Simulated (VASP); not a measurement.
Write the native input for VASP 6.6.1 that does the following.

```
Task                   : single point
Functional             : PBEsol
Potentials or basis    : VASP PAW PBE potentials, release 64 (Os)
Cutoff                 : 520 eV
k mesh                 : 14 × 14 × 14
Occupations            : fermi-dirac, width 0.05 eV
Spin                   : no spin polarisation
Dipole correction      : no
Further INCAR settings : ALGO = Normal; EDIFF = 1e-06; NBANDS = 10
```

The structure of Os lies in POSCAR:

```
Os
1.0
    0.0000000000      1.9255500000      1.9450000000
    1.9255500000      0.0000000000      1.9450000000
    1.9255500000      1.9255500000      0.0000000000
Os
1
Direct
    0.0000000000      0.0000000000      0.0000000000
```

This cell differs from its parent crystal: equal xx and yy strain of -1 %.

These files were run (other wordings do the same):

INCAR

```
ALGO = Normal
EDIFF = 1E-6
ENCUT = 520
GGA = PS
ISIF = 2
ISMEAR = -1
LASPH = True
LCHARG = False
LREAL = False
LWAVE = False
NBANDS = 10
NELM = 80
PREC = Accurate
SIGMA = 0.05
```

KPOINTS

```
k-points
0
Gamma
  14 14 14
```

Potentials or basis: VASP PAW PBE potentials, release 64 (Os).

Command:

```sh
$ cat potpaw_PBE.64/Os/POTCAR > POTCAR
$ mpirun -np 1 vasp_std > vasp.out
```

Results of the run:

```yaml
Pressure: -12.9 GPa
Band_gap_on_the_k_mesh: zero (band 4 reaches 11.07 eV, above the bottom of band 5 at 7.45 eV)
```

Caveat: the cell differs from its parent crystal (equal xx and yy strain of -1 %); the PAW data sets were made with another functional, which shifts forces and pressure a little; spin-orbit coupling is left out, which moves the levels of the heavy elements.

Wall time 9 s on 1 thread of Intel(R) Xeon(R) 6975P-C (Granite Rapids), with other jobs on the host, peak memory 0.15 GiB.
